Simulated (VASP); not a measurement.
Wanted: the native input for a VASP 6.6.1 run.

| Item | Value |
| --- | --- |
| Task | single point |
| Functional | PBE |
| Potentials or basis | VASP PAW PBE potentials, release 64 (Zr_sv, V_sv, Se) |
| Cutoff | 500 eV |
| k mesh | 4 × 4 × 4 |
| Occupations | gaussian, width 0.1 eV |
| Spin | collinear spin, ferrimagnetic start |
| Starting moments | [0.0, -2.0, 2.0, 2.0, 0.0] μB |
| Dipole correction | no |
| Further INCAR settings | ALGO = Normal; EDIFF = 1e-06; NBANDS = 40 |

The structure of ZrV3Se lies in POSCAR:

```
ZrV3Se
1.0
    4.6913215764      0.0000000000      0.0000000000
    0.0000000000      4.7681997204      0.0000000000
    0.0000000000      0.0000000000      4.7681997204
Zr V Se
1 3 1
Direct
    0.5000000000      0.5000000000      0.5000000000
    0.0000000000      0.5000000000      0.5000000000
    0.5000000000      0.0000000000      0.5000000000
    0.5000000000      0.5000000000      0.0000000000
    0.0000000000      0.0000000000      0.0000000000
```

These files were run (other wordings do the same):

INCAR

```
ALGO = Normal
EDIFF = 1E-6
ENCUT = 500
GGA = PE
GGA_COMPAT = False
ISIF = 2
ISMEAR = 0
ISPIN = 2
LASPH = True
LCHARG = False
LMAXMIX = 4
LORBIT = 11
LREAL = False
LWAVE = False
MAGMOM = 0 -2 2 2 0
NBANDS = 40
NELM = 200
PREC = Accurate
SIGMA = 0.1
```

KPOINTS

```
k-points
0
Gamma
  4 4 4
```

Potentials or basis: VASP PAW PBE potentials, release 64 (Zr_sv, V_sv, Se).

Run with:

```sh
$ cat potpaw_PBE.64/Zr_sv/POTCAR potpaw_PBE.64/V_sv/POTCAR potpaw_PBE.64/Se/POTCAR > POTCAR
$ mpirun -np 1 vasp_std > vasp.out
```

Results of the run:

- Pressure: 0.1 GPa
- Net moment: 1.96 μB per cell
- Site moments: Zr -0.07; V -1.45, +1.58; Se -0.03 μB
- Valence electrons inside the program's atomic spheres: Zr 10.80; V 11.54, 11.50; Se 3.61

It took 6.7 min on 1 thread of AMD EPYC 7R13 (shared host), peak memory 0.27 GiB.
